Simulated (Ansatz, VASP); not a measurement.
# One calculation of Ba2SeS, two programs

Contents of INCAR:

```
SYSTEM = Ba2SeS
ALGO     = Normal         ! electronic algorithm
EDIFF    = 1E-6           ! SCF threshold, eV
ENCUT    = 520            ! plane-wave cutoff, eV
GGA      = PE             ! functional
ISIF     = 2              ! what is computed and relaxed
ISMEAR   = 0              ! smearing method
LASPH    = .True.         ! aspherical terms in the spheres
LCHARG   = .False.        ! write CHGCAR
LREAL    = .False.        ! projectors in reciprocal space
LWAVE    = .False.        ! write WAVECAR
NBANDS   = 24             ! bands
NELM     = 80             ! most SCF steps
PREC     = Accurate       ! precision mode
SIGMA    = 0.01           ! smearing width, eV
```

File KPOINTS:

```
k-points
0
Gamma
  6 6 6
  0 0 0
```

File POSCAR:

```
Ba2SeS
1.0
    2.3098706321      1.3336044313      7.5494506747
   -2.3098706321      1.3336044313      7.5494506747
    0.0000000000     -2.6672088625      7.5494506747
S Se Ba
1 1 2
Direct
    1.0000000000      0.0000000000      0.0000000000
    0.5000000000      0.5000000000      0.5000000000
    0.2526674855      0.2526674855      0.2526674855
    0.7473325145      0.7473325145      0.7473325145
```

Input for Ansatz:

```yaml
crystal:
  lattice:
    - [2.3098706321, 1.3336044313, 7.5494506747]
    - [-2.3098706321, 1.3336044313, 7.5494506747]
    - [0.0, -2.6672088625, 7.5494506747]
  atoms:
    - { symbol: S, position: [1.0, 0.0, 0.0] }
    - { symbol: Se, position: [0.5, 0.5, 0.5] }
    - { symbol: Ba, position: [0.2526674855, 0.2526674855, 0.2526674855] }
    - { symbol: Ba, position: [0.7473325145, 0.7473325145, 0.7473325145] }
kpoints:
  mp_grid: { grid: [6, 6, 6] }
  band_path:
    path:
      - [0.0, 0.0, 0.0]
      - [0.5, 0.5, 0.5]
      - [0.8125300398, 0.1874699602, 0.5]
      - [0.5, -0.1874699602, 0.1874699602]
      - [0.5, 0.0, 0.0]
      - [0.3437349801, -0.3437349801, 0.0]
      - [0.6562650199, 0.0, 0.3437349801]
      - [0.5, 0.0, 0.5]
      - [0.0, 0.5, 0.5]
    npoints: 1
hamiltonian:
  xc: pbe
scf:
  occupations: { method: fixed }
  n_extra_bands: 5
output:
  forces: true
  stress: true
  eigenvalues: true
```

Alike in both runs: task single point; functional PBE; k mesh 6 × 6 × 6; no spin polarisation.

```csv
,VASP,Ansatz
version,VASP 6.6.1,Ansatz 0.2.0
potentials or method,"VASP PAW PBE potentials, release 64 (S, Se, Ba_sv)","plane waves, PAW"
plane-wave cutoff (eV),520,420
occupations,"gaussian, width 0.01 eV",fixed
valence electrons in the cell,32,42
```

|  | VASP | Ansatz | Ansatz less VASP |
| --- | --- | --- | --- |
| gap on the k mesh at the Fermi level (eV) | 1.99 | 2.08 | +0.090 |
| pressure (GPa) | 0.6 | 0.1 | -0.51 |
| rms of the force components (eV/Å) | 0.007 | 0.007 | -0.0002 |

Atom by atom the forces differ by 0.000 eV/Å (rms over components). VASP's potentials hold 32 valence electrons a cell and Ansatz's 42, so a difference there can come from the potentials and not from the codes.

Spin-orbit coupling is off throughout.
